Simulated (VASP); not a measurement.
# ScAl7N8 (P3m1) in VASP: notebook, part 3 of 3

VASP 6.6.1. Earlier steps stand in the parts before.

### Step 5. Relaxation of cell and atoms, PBEsol

This run uses another cell than the first one, of 10.89 Å³/atom, 0.983 times its volume.

INCAR

```
PREC     = Accurate       # precision mode
ENCUT    = 600            # plane-wave cutoff, eV
EDIFF    = 1E-6           # SCF threshold, eV
ISMEAR   = 0              # smearing method
SIGMA    = 0.02           # smearing width, eV
LREAL    = Auto         
LASPH    = T              # aspherical terms in the spheres
NELM     = 100            # most SCF steps
ALGO     = Normal         # electronic algorithm
ISIF     = 3              # what is computed and relaxed
LWAVE    = F              # write WAVECAR
LCHARG   = F              # write CHGCAR
GGA      = PS             # functional
IBRION   = 2              # ionic algorithm
NSW      = 100            # ionic steps
EDIFFG   = -0.005         # ionic threshold
```

KPOINTS

```
regular mesh
0
Gamma
  6 6 6
```

POSCAR

```
ScAl7N8
1.0
    0.0000000000      0.0000000000     -5.0022756238
    3.1713982817      5.4930229549      0.0000000000
    3.1713982817     -5.4930229549      0.0000000000
Sc Al N
1 7 8
Direct
    0.0094552290      0.1666666667      0.3333333333
    0.0027218293      0.1677165335      0.8338582667
    0.0027218293      0.6661417333      0.3322834665
    0.0027218293      0.6661417333      0.8338582667
    0.5005218369      0.3366517042      0.6733034084
    0.5005218369      0.3366517042      0.1633482958
    0.5039026252      0.8333333333      0.6666666667
    0.5005218369      0.8266965916      0.1633482958
    0.5856238445      0.1666666667      0.3333333333
    0.6207735755      0.1652635826      0.8326317913
    0.6207735755      0.6673682087      0.3347364174
    0.6207735755      0.6673682087      0.8326317913
    0.1231623681      0.3438212638      0.6876425276
    0.1231623681      0.3438212638      0.1561787362
    0.1194794720      0.8333333333      0.6666666667
    0.1231623681      0.8123574724      0.1561787362
```

Potentials or basis: VASP PAW PBE potentials, release 64 (Sc_sv, Al, N).

Launch:

```
$ cat potpaw_PBE.64/Sc_sv/POTCAR potpaw_PBE.64/Al/POTCAR potpaw_PBE.64/N/POTCAR > POTCAR
$ mpirun -np 1 vasp_std > vasp.out
```

OUTCAR:

```text
PREC = Accurate
   ENCUT = 600
   EDIFF = 1E-6
   ISMEAR = 0
   LREAL = Auto
   LASPH = T
   NELM = 100
   ISIF = 3
   GGA = PS
   IBRION = 2
   NSW = 100
   EDIFFG = -0.005

 ion  position               nearest neighbor table
   1  0.009  0.167  0.333-  14 2.03  13 2.03  16 2.03   9 2.12   6 3.09   5 3.09   8 3.09   6 3.16
                             5 3.16   8 3.16   2 3.17   3 3.17   3 3.17   2 3.17   4 3.17   4 3.17
   2  0.003  0.168  0.834-  13 1.87  14 1.87  10 1.91  15 1.93   5 3.08   6 3.08   5 3.10   6 3.10
                             7 3.10   7 3.11   4 3.16   3 3.16   1 3.17   1 3.17   4 3.18   3 3.18
   3  0.003  0.666  0.332-  16 1.87  14 1.87  11 1.91  15 1.93   8 3.08   6 3.08   8 3.10   6 3.10
                             7 3.10   7 3.11   4 3.16   2 3.16   1 3.17   1 3.17   4 3.18   2 3.18
   4  0.003  0.666  0.834-  13 1.87  16 1.87  12 1.91  15 1.93   5 3.08   8 3.08   5 3.10   8 3.10
                             7 3.10   7 3.11   3 3.16   2 3.16   1 3.17   1 3.17   2 3.18   3 3.18
   5  0.501  0.337  0.673-  13 1.89  10 1.91  12 1.91   9 1.92   2 3.08   4 3.08   1 3.09   2 3.10
                             4 3.10   6 3.11   8 3.11   1 3.16   7 3.17   7 3.17   6 3.23   8 3.23
   6  0.501  0.337  0.163-  14 1.89  11 1.91  10 1.91   9 1.92   2 3.08   3 3.08   1 3.09   3 3.10
                             2 3.10   5 3.11   8 3.11   1 3.16   7 3.17   7 3.17   5 3.23   8 3.23
   7  0.504  0.833  0.667-  12 1.91  11 1.91  10 1.91  15 1.92   4 3.10   3 3.10   2 3.10   4 3.11
                             3 3.11   2 3.11   8 3.17   5 3.17   6 3.17   6 3.17   8 3.17   5 3.17
   8  0.501  0.827  0.163-  16 1.89  11 1.91  12 1.91   9 1.92   3 3.08   4 3.08   1 3.09   3 3.10
                             4 3.10   6 3.11   5 3.11   1 3.16   7 3.17   7 3.17   6 3.23   5 3.23
   9  0.586  0.167  0.333-   6 1.92   5 1.92   8 1.92   1 2.12
  10  0.621  0.165  0.833-   2 1.91   5 1.91   6 1.91   7 1.91
  11  0.621  0.667  0.335-   3 1.91   8 1.91   6 1.91   7 1.91
  12  0.621  0.667  0.833-   4 1.91   5 1.91   8 1.91   7 1.91
  13  0.123  0.344  0.688-   2 1.87   4 1.87   5 1.89   1 2.03
  14  0.123  0.344  0.156-   2 1.87   3 1.87   6 1.89   1 2.03
  15  0.119  0.833  0.667-   7 1.92   4 1.93   2 1.93   3 1.93
  16  0.123  0.812  0.156-   3 1.87   4 1.87   8 1.89   1 2.03

  LATTYP: Found a hexagonal cell.
 ALAT       =     6.3427965634
 C/A-ratio  =     0.7886545901

  Lattice vectors:

 A1 = (   3.1713982817,   5.4930229549,   0.0000000000)
 A2 = (   3.1713982817,  -5.4930229549,   0.0000000000)
 A3 = (   0.0000000000,   0.0000000000,  -5.0022756238)

Analysis of symmetry for initial positions (statically):
[... 187 lines left out ...]
 non-spin polarized calculation
 Gauss-broadening in eV      SIGMA  =   0.02
  energy-cutoff  :      600.00
  volume of cell :      174.28
 maximum number of plane-waves:      5852
 NGX is ok and might be reduce to    40
   NGX = 19   NGY = 25   NGZ = 25

--------------------------------------- Ionic step        1  -------------------------------------------

 number of electron      72.0000000 magnetization

 Free energy of the ion-electron system (eV)
  ---------------------------------------------------
  ext. energy  EPLUGINS =         0.00000000
  ---------------------------------------------------
  free energy    TOTEN  =      -127.71484791 eV

  energy without entropy =     -127.71484791  energy(sigma->0) =     -127.71484791

------------------------ aborting loop because EDIFF is reached ----------------------------------------

  FORCE on cell =-STRESS in cart. coord.  units (eV):
  Direction    XX          YY          ZZ          XY          YZ          ZX
  --------------------------------------------------------------------------------------
  -------------------------------------------------------------------------------------
  Total       -0.4339830     -0.4339830      0.0079261      0.0000000     -0.0000000      0.0000000
  in kB       -3.9895460     -3.9895460      0.0728636      0.0000000     -0.0000000      0.0000000
  external PRESSURE =      -2.6354095 kB  Pullay stress =       0.0000000 kB
[... 337 lines left out ...]
--------------------------------------- Ionic step        8  -------------------------------------------

 number of electron      72.0000002 magnetization

 Free energy of the ion-electron system (eV)
  ---------------------------------------------------
  ext. energy  EPLUGINS =         0.00000000
  ---------------------------------------------------
  free energy    TOTEN  =      -127.71587697 eV

  energy without entropy =     -127.71587697  energy(sigma->0) =     -127.71587697

 E-fermi :   5.6282     XC(G=0): -11.0693

 val. band max:        5.4779566955   @ k =   0.0000   0.0000   0.0000
 cond. band min:       9.4251324432   @ k =   0.0000   0.0000   0.0000
 fundamental gap:      3.9471757476
 Fermi energy:         5.6282194465

 k-point     1 :       0.0000    0.0000    0.0000
  band No.  band energies     occupation
      1     -40.9659      2.00000
      2     -19.8944      2.00000
      3     -19.8944      2.00000
      4     -19.8533      2.00000
      5      -9.2628      2.00000
      6      -7.4630      2.00000
[... 1141 lines left out ...]
     44      11.6167      0.00000
     45      12.0777      0.00000

 [... further k-points ...]
[... 5 lines left out ...]
  --------------------------------------------------------------------------------------
  -------------------------------------------------------------------------------------
  Total       -0.0143378     -0.0143378      0.0025476      0.0000000      0.0000000      0.0000000
  in kB       -0.1319615     -0.1319615      0.0234471      0.0000000      0.0000000      0.0000000
  external PRESSURE =      -0.0801586 kB  Pullay stress =       0.0000000 kB
[... 31 lines left out ...]
  FREE ENERGIE OF THE ION-ELECTRON SYSTEM (eV)
  ---------------------------------------------------
  free  energy   TOTEN  =      -127.7158769688 eV

  energy  without entropy=     -127.7158769688  energy(sigma->0) =     -127.71587697

 reached required accuracy - stopping structural energy minimisation
```

OSZICAR:

```text
N       E                     dE             d eps       ncg     rms          rms(c)
DAV:   1     0.761952392022E+03    0.76195E+03   -0.35100E+04  3060   0.168E+03
DAV:   2    -0.266379653160E+02   -0.78859E+03   -0.76769E+03  3636   0.451E+02
DAV:   3    -0.142264045395E+03   -0.11563E+03   -0.11243E+03  4400   0.157E+02
[... 52 lines left out ...]
   7 F= -.12771587E+03 E0= -.12771587E+03  d E =-.547899E-04
       N       E                     dE             d eps       ncg     rms          rms(c)
DAV:   1    -0.127715869191E+03    0.25930E-06   -0.26960E-03  3347   0.434E-01    0.156E-02
DAV:   2    -0.127715878428E+03   -0.92375E-05   -0.13338E-04  3448   0.610E-02    0.846E-03
DAV:   3    -0.127715877195E+03    0.12331E-05   -0.63068E-06  3812   0.159E-02    0.400E-03
DAV:   4    -0.127715876969E+03    0.22635E-06   -0.17344E-06  2634   0.782E-03
   8 F= -.12771588E+03 E0= -.12771588E+03  d E =-.767428E-05
```

CONTCAR:

```text
ScAl7N8
   1.00000000000000
     0.0000000000000000   -0.0000000000000000   -5.0077369465523747
     3.1677917790900327    5.4867763091420469    0.0000000000000000
     3.1677917790900327   -5.4867763091420469   -0.0000000000000000
  Sc              Al              N
     1     7     8
Direct
     0.0098131390485844    0.1666666667000030    0.3333333332999970
     0.0023466600704626    0.1677136280674264    0.8338568139837121
     0.0023466600704626    0.6661431860162879    0.3322863719325736
     0.0023466600704626    0.6661431860162879    0.8338568139837121
     0.5002297039389549    0.3365138797325901    0.6730277594651802
     0.5002297039389549    0.3365138797325901    0.1634861202674099
[... 8 lines left out ...]
     0.1192359994815906    0.8333333332999970    0.6666666667000030
     0.1237189837122964    0.8119921902883832    0.1559960951441880

  0.00000000E+00  0.00000000E+00  0.00000000E+00
  0.00000000E+00  0.00000000E+00  0.00000000E+00
  0.00000000E+00  0.00000000E+00  0.00000000E+00
  0.00000000E+00  0.00000000E+00  0.00000000E+00
  0.00000000E+00  0.00000000E+00  0.00000000E+00
  0.00000000E+00  0.00000000E+00  0.00000000E+00
[... 8 lines left out ...]
  0.00000000E+00  0.00000000E+00  0.00000000E+00
  0.00000000E+00  0.00000000E+00  0.00000000E+00
```

Wall time 27 min (1 thread of Intel Xeon Platinum 8488C (Sapphire Rapids), shared host); peak memory 0.48 GiB.

Results:

```yaml
Free_energy: -127.7159 eV
Relaxed_volume: 10.88 Å³/atom
Relaxed_cell: a = 5.008 Å, b = 6.336 Å, c = 6.336 Å, α = 120.00°, β = 90.00°, γ = 90.00°
Space_group_after_relaxing_to_0.05_Å: P3m1 (No. 156)
Energy_gained_by_relaxing: 0.1 meV/atom
Ionic_steps: 8
Pressure_after_relaxing: 0.0 GPa
Largest_force_after_relaxing: 0.004 eV/Å
Band_gap_on_the_k_mesh: 3.95 eV, direct
```

Forces on the atoms (eV/Å):
```
Sc   0.000  0.000 -0.001
Al   0.000  0.000 -0.003
Al   0.000  0.000 -0.003
Al   0.000  0.000 -0.003
Al  -0.001  0.001 -0.001
Al   0.000 -0.001 -0.001
Al   0.000  0.000 -0.001
Al   0.001  0.001 -0.001
N    0.000  0.000  0.001
N    0.000  0.000  0.002
N    0.000  0.000  0.002
N    0.000  0.000  0.002
N   -0.001  0.000  0.001
N    0.000 -0.001  0.001
N    0.000  0.000  0.004
N    0.001  0.000  0.001
```

Step by step:
```
step  energy change (eV)  largest force (eV/Å)  pressure (GPa)  volume (Å³)
   1              0.0000                0.0532           -0.26       174.28
   2             -0.0006                0.0330            0.24       173.83
   3             -0.0008                0.0220            0.10       173.96
   4             -0.0009                0.0159            0.01       174.06
   5             -0.0010                0.0182           -0.04       174.10
   6             -0.0010                0.0113            0.01       174.06
   7             -0.0010                0.0106            0.01       174.07
   8             -0.0010                0.0040           -0.01       174.08
```

Final structure:
```
CELL_PARAMETERS angstrom
0.00000 0.00000 -5.00774
3.16779 5.48678 0.00000
3.16779 -5.48678 0.00000
ATOMIC_POSITIONS crystal
Sc 0.00981 0.16667 0.33333
Al 0.00235 0.16771 0.83386
Al 0.00235 0.66614 0.33229
Al 0.00235 0.66614 0.83386
Al 0.50023 0.33651 0.67303
Al 0.50023 0.33651 0.16349
Al 0.50310 0.83333 0.66667
Al 0.50023 0.82697 0.16349
N 0.58615 0.16667 0.33333
N 0.62094 0.16523 0.83262
N 0.62094 0.66738 0.33477
N 0.62094 0.66738 0.83262
N 0.12372 0.34400 0.68801
N 0.12372 0.34400 0.15600
N 0.11924 0.83333 0.66667
N 0.12372 0.81199 0.15600
```

Caveat: the PAW data sets were made with another functional, which shifts forces and pressure a little. Expect the measured gap to be larger: semilocal functionals such as PBEsol lack the derivative discontinuity.

### Step 6. Summary

```tsv
task	cell	k mesh	cutoff (eV)	smearing	gap on the mesh (eV)	pressure (GPa)	relaxed volume (Å³/atom)	largest force (eV/Å)
single point	a = 5.080, b = 6.350, c = 6.350 Å, angles 120.0, 90.0, 90.0°, 16 atoms	4 × 3 × 3	520	gaussian 0.1 eV	3.91	-1.5	-	3.40
relaxation of cell and atoms	relaxed from a = 5.007, b = 6.336, c = 6.336 Å, angles 120.0, 90.0, 90.0°, 16 atoms	6 × 6 × 6	600	gaussian 0.01 eV	3.95	0.0	10.88	-
single point	a = 5.007, b = 6.336, c = 6.336 Å, angles 120.0, 90.0, 90.0°, 16 atoms	6 × 6 × 6	520	gaussian 0.02 eV	3.95	0.1	-	0.05
relaxation of cell and atoms	relaxed from a = 5.002, b = 6.343, c = 6.343 Å, angles 120.0, 90.0, 90.0°, 16 atoms	6 × 6 × 6	600	gaussian 0.02 eV	3.95	0.0	10.88	-
```

Alike in all rows: level PBEsol; potentials or basis VASP PAW PBE potentials, release 64 (Sc_sv, Al, N); no spin polarisation.

Caveats: the PAW data sets were made with another functional, which shifts forces and pressure a little.

Total energies depend on the potentials used, so only differences within one code and one set of settings carry meaning.
